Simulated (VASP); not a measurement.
Input of a VASP 6.6.1 run:

The input INCAR:

```
SYSTEM = SnO
ALGO = Normal
EDIFF = 1E-6
EDIFFG = -0.01
ENCUT = 600
GGA = PE
IBRION = 2
ISIF = 3
ISMEAR = 0
LASPH = .True.
LCHARG = .False.
LREAL = .False.
LWAVE = .False.
NELM = 100
NSW = 100
PREC = Accurate
SIGMA = 0.02
```

Contents of KPOINTS:

```
k-points
0
Gamma
  10 10 8
  0 0 0
```

POSCAR

```
SnO
1.0
    3.8661357901      0.0000000000      0.0000000000
    0.0000000000      3.8661357901      0.0000000000
    0.0000000000      0.0000000000      5.1401911232
Sn O
2 2
Direct
    0.5000000000      0.0000000000      0.7741454103
    0.0000000000      0.5000000000      0.2258545897
    0.0000000000      0.0000000000      0.0000000000
    0.5000000000      0.5000000000      0.0000000000
```

Potentials or basis: VASP PAW PBE potentials, release 64 (Sn_d, O).

Command:

```sh
$ cat potpaw_PBE.64/Sn_d/POTCAR potpaw_PBE.64/O/POTCAR > POTCAR
$ mpirun -np 1 vasp_std > vasp.out
```

Q: Predict the band gap on the k mesh.

A: 0.45 eV (least direct gap 1.93 eV).

Q: Estimate the relaxed volume.

A: 18.85 Å³/atom.

Q: Estimate the relaxed cell.

A: a = 3.868 Å, b = 3.868 Å, c = 5.039 Å, α = 90.00°, β = 90.00°, γ = 90.00°.

Final structure:
```
Sn O
1.0
     3.86789    0.00000    0.00000
     0.00000    3.86789    0.00000
     0.00000    0.00000    5.03918
Sn O
2 2
Direct
  0.50000 0.00000 0.76932
  0.00000 0.50000 0.23068
  0.00000 0.00000 0.00000
  0.50000 0.50000 0.00000
```

Caveat: semilocal functionals underestimate gaps, and a narrow one can read as zero; spin-orbit coupling is left out, which moves the levels of the heavy elements. A k mesh can miss the band edges.
